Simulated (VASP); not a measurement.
Crystal: Sr2BeTe3.

```
Sr Be Te
1.0
     4.76449    0.00000    0.00000
    -2.38224    4.12617    0.00000
     0.00000    0.00000   12.89206
Sr Be Te
2 1 3
Cartesian
  0.0000 2.7508 6.1494
  2.3822 1.3754 11.1490
  0.0000 0.0000 2.3598
  0.0000 0.0000 0.0000
  0.0000 2.7508 2.8928
  2.3822 1.3754 7.8924
```

* Program: VASP 6.6.1
* Task: relaxation of cell and atoms
* Functional: PBE
* Potentials or basis: VASP PAW PBE potentials, release 64 (Sr_sv, Be, Te)
* Cutoff: 600 eV
* k mesh: 6 × 6 × 2
* Occupations: gaussian, width 0.1 eV
* Spin: no spin polarisation

At the start: pressure -1.4 GPa; volume 42.24 Å³/atom.

Question: How do energy, volume and symmetry change on relaxing?

Answer: Over 10 steps the energy falls by 32.6 meV/atom and the volume is 40.32 Å³/atom (-4.5 %); space group P3m1 (No. 156, to 0.1 Å) before and after.

Step by step:
```csv
step,energy change (eV),largest force (eV/Å),pressure (GPa),volume (Å³)
1,0.0000,1.0428,-1.37,253.45
2,-0.1289,0.5938,0.00,240.46
3,-0.1360,0.4429,0.48,236.74
4,-0.1619,0.2375,0.20,238.63
5,-0.1668,0.3391,0.03,239.93
6,-0.1835,0.2363,-0.05,241.20
7,-0.1938,0.0723,-0.15,243.33
8,-0.1949,0.0550,0.10,241.42
9,-0.1950,0.0547,0.05,241.84
10,-0.1957,0.0365,0.03,241.94
```

Final structure:
```
Sr Be Te
1.0
     4.68022    0.00000    0.00000
    -2.34011    4.05319    0.00000
     0.00000    0.00000   12.75374
Sr Be Te
2 1 3
Direct
  0.33333 0.66667 0.48762
  0.66667 0.33333 0.86342
  0.00000 0.00000 0.17768
  0.00000 0.00000 0.98776
  0.33333 0.66667 0.23245
  0.66667 0.33333 0.61247
```
